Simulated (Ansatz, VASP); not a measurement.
## TiO2 in VASP and in Ansatz

INCAR

```
PREC     = Accurate       # precision mode
ENCUT    = 600            # plane-wave cutoff, eV
EDIFF    = 1E-6           # SCF threshold, eV
ISMEAR   = 0              # smearing method
SIGMA    = 0.02           # smearing width, eV
LREAL    = False          # projectors in reciprocal space
LASPH    = True           # aspherical terms in the spheres
NELM     = 100            # most SCF steps
ALGO     = Normal         # electronic algorithm
ISIF     = 3              # what is computed and relaxed
LWAVE    = False          # write WAVECAR
LCHARG   = False          # write CHGCAR
GGA      = PE             # functional
IVDW     = 12             # dispersion correction
IBRION   = 2              # ionic algorithm
NSW      = 100            # ionic steps
EDIFFG   = -0.01          # ionic threshold
```

File KPOINTS:

```
Automatic mesh
0
Gamma
  12 12 12
```

Contents of POSCAR:

```
TiO2
1.0
    1.4873175284      0.8587031754      4.8549639105
   -1.4873175284      0.8587031754      4.8549639105
    0.0000000000     -1.7174063508      4.8549639105
Ti O
1 2
Direct
    0.0000000000      0.0000000000      0.0000000000
    0.6002383688      0.6002383688      0.6002383688
    0.3997616312      0.3997616312      0.3997616312
```

Input for Ansatz:

```yaml
crystal:
  lattice:
    - [1.4873175284, 0.8587031754, 4.8549639105]
    - [-1.4873175284, 0.8587031754, 4.8549639105]
    - [0.0, -1.7174063508, 4.8549639105]
  atoms:
    - { symbol: Ti, position: [0.0, 0.0, 0.0] }
    - { symbol: O, position: [0.6002383688, 0.6002383688, 0.6002383688] }
    - { symbol: O, position: [0.3997616312, 0.3997616312, 0.3997616312] }
basis:
  ecutwfc: 420
kpoints:
  mp_grid: { grid: [12, 12, 12] }
hamiltonian:
  xc: pbe
  dispersion: d3bj
scf:
  occupations: { method: gaussian, width: 0.02 }
output:
  forces: true
  stress: true
  eigenvalues: true
relax:
  adjacent_minimum: "off"
  f_tol: 0.01
  max_steps: 80
  cell: { stress_tol: 0.05 }
```

Alike in both runs: task relaxation of cell and atoms; functional PBE; dispersion D3(BJ); k mesh 12 × 12 × 12; occupations gaussian, width 0.02 eV; no spin polarisation.

|  | VASP | Ansatz |
| --- | --- | --- |
| version | VASP 6.6.1 | Ansatz 0.2.0 |
| potentials or method | VASP PAW PBE potentials, release 64 (Ti_sv, O), cutoff 600 eV | scalar-relativistic, plane waves, PAW |
| valence electrons in the cell | 24 | 24 |

```csv
,VASP,Ansatz,Ansatz less VASP
"gap on the k mesh at the Fermi level, each at its own relaxed structure (eV)",2.41,2.46,+0.049
relaxed volume (Å³/atom),12.35,12.40,+0.052
relaxed length of the cell vector where the two differ most in proportion (Å),5.132,5.155,+0.0237
```
